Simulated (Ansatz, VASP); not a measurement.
**Two plane-wave programs on C**

INCAR

```
PREC = Accurate ; ENCUT = 520
EDIFF = 1E-7 ; ISMEAR = 0
SIGMA = 0.02 ; LREAL = F
LASPH = T ; NELM = 100
ALGO = Normal ; ISIF = 2
LWAVE = F ; LCHARG = F
GGA = PE ; NBANDS = 11
```

KPOINTS

```
Automatic mesh
0
Gamma
  10 10 10
```

Contents of POSCAR:

```
C
1.0
    0.0000000000      1.7893145667      1.7715400492
    1.7893145667      0.0000000000      1.7715400492
    1.7893145667      1.7893145667      0.0000000000
C
2
Direct
    0.0000000000      0.0000000000      0.0000000000
    0.2500000000      0.2500000000      0.2500000000
```

Input for Ansatz:

```yaml
crystal:
  lattice:
    - [0.0, 1.7893145666666668, 1.7715400492268294]
    - [1.7893145666666668, 0.0, 1.7715400492268294]
    - [1.7893145666666668, 1.7893145666666668, 0.0]
  atoms:
    - { symbol: C, position: [0.0, 0.0, 0.0] }
    - { symbol: C, position: [0.25, 0.25, 0.25] }
basis:
  ecutwfc: 571.4391111657479
kpoints:
  mp_grid:
    grid: [10, 10, 10]
hamiltonian:
  pseudopotentials:
    kind: paw
scf:
  occupations:
    method: gaussian
    width: 0.02
output:
  stress: true
```

Alike in both runs: task single point; functional PBE; k mesh 10 × 10 × 10; occupations gaussian, width 0.02 eV; no spin polarisation.

|  | VASP | Ansatz |
| --- | --- | --- |
| version | VASP 6.6.1 | Ansatz 0.2.0 |
| potentials or method | VASP PAW PBE potentials, release 64 (C), cutoff 520 eV | plane waves, PAW |
| valence electrons in the cell | 8 | 8 |

Ansatz gave:

* pressure (GPa): 1.8
* traceless stress, the component that is largest in VASP (GPa): 6.13

Question: Estimate VASP's values.

Answer: Pressure (GPa): 2.5; traceless stress, the component that is largest in VASP (GPa): 6.13.
